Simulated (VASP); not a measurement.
## ZrC: single point with PBE

ZrC:

```xyz
2
Lattice="1.7994 1.0389 2.9382 -1.7994 1.0389 2.9382 0.0000 -2.0777 2.9382" Properties=species:S:1:pos:R:3 pbc="T T T"
Zr    0.0000    0.0000    0.0057
C     0.0000    0.0000    6.6161
```

```
Program                : VASP 6.6.1
Task                   : single point
Functional             : PBE
Potentials or basis    : VASP PAW PBE potentials, release 64 (Zr_sv, C)
Cutoff                 : 520 eV
k mesh                 : 6 × 6 × 6
Occupations            : gaussian, width 0.1 eV
Spin                   : no spin polarisation
Dipole correction      : no
Further INCAR settings : ALGO = Normal; EDIFF = 1e-07; NBANDS = 15
```

| Quantity | Value |
| --- | --- |
| Pressure | 0.0 GPa |
| Largest force | 0.004 eV/Å |
| Band gap on the k mesh | 0.54 eV (least direct gap 0.58 eV) |

Forces on the atoms (eV/Å):
```
Zr   0.000  0.000 -0.004
C    0.000  0.000  0.004
```

Levels at points of the mesh, in eV from the valence-band top:
| k point | band 6 | band 7 | band 8 | band 9 | band 10 | band 11 |
| --- | --- | --- | --- | --- | --- | --- |
| (0.00, 0.00, 0.00) | -2.28 | -2.28 | -2.28 | 3.07 | 3.07 | 3.35 |
| (0.50, 0.00, 0.00) | -2.32 | -1.69 | -1.69 | 3.69 | 3.75 | 3.76 |
| (0.50, 0.50, 0.00) | -3.64 | 0.00 | 0.00 | 0.65 | 4.47 | 4.61 |
| (0.50, 0.50, 0.50) | -2.32 | -1.69 | -1.69 | 3.69 | 3.76 | 3.76 |

Wall time 9.1 s on 1 thread of AMD EPYC 9R45 96-Core Processor (Zen 5), with other jobs on the host, peak memory 0.13 GiB.

A k mesh can miss the band edges.
